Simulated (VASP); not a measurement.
A run of VASP 6.6.1:

The input INCAR:

```
SYSTEM = Zr
PREC     = Accurate       ! precision mode
ENCUT    = 520            ! plane-wave cutoff, eV
EDIFF    = 1E-6           ! SCF threshold, eV
ISMEAR   = -1             ! smearing method
SIGMA    = 0.05           ! smearing width, eV
LREAL    = .False.        ! projectors in reciprocal space
LASPH    = .True.         ! aspherical terms in the spheres
NELM     = 60             ! most SCF steps
ALGO     = Normal         ! electronic algorithm
ISIF     = 2              ! what is computed and relaxed
LWAVE    = .False.        ! write WAVECAR
LCHARG   = .True.         ! write CHGCAR
LDIPOL   = .True.       
IDIPOL   = 3            
DIPOL    = 0.5 0.5 0.498
GGA      = PE             ! functional
IVDW     = 12             ! dispersion correction
LELF     = .True.         ! ELF
LVHAR    = .True.       
LVACPOTAV= .True.       
NBANDS   = 38             ! bands
```

KPOINTS

```
regular mesh
0
Gamma
  10 10 1
  0 0 0
```

Contents of POSCAR:

```
Zr
1.0
    3.1890515832      0.0000000000      0.0000000000
   -1.5945257916      2.7617996850      0.0000000000
    0.0000000000      0.0000000000     25.4153988562
Zr
5
Direct
    0.6666666667      0.3333333333      0.2950966870
    0.3333333333      0.6666666667      0.3975483435
    0.0000000000      0.0000000000      0.4986258630
    0.6666666667      0.3333333333      0.6003676305
    0.3333333333      0.6666666667      0.6970557452
```

Potentials or basis: VASP PAW PBE potentials, release 64 (Zr_sv).

Run with:

```sh
$ cat potpaw_PBE.64/Zr_sv/POTCAR > POTCAR
$ mpirun -np 1 vasp_std > vasp.out
```

Hardware: 1 thread of Intel(R) Xeon(R) Platinum 8259CL CPU @ 2.50GHz (Skylake/Cascade Lake), on a shared host.

Problem. How long does it take, and how much memory?

Solution. Wall time 6.3 min on 1 thread of Intel(R) Xeon(R) Platinum 8259CL CPU @ 2.50GHz (Skylake/Cascade Lake), with other jobs on the host, peak memory 0.35 GiB. Counts: scf iterations 48, k points 14.
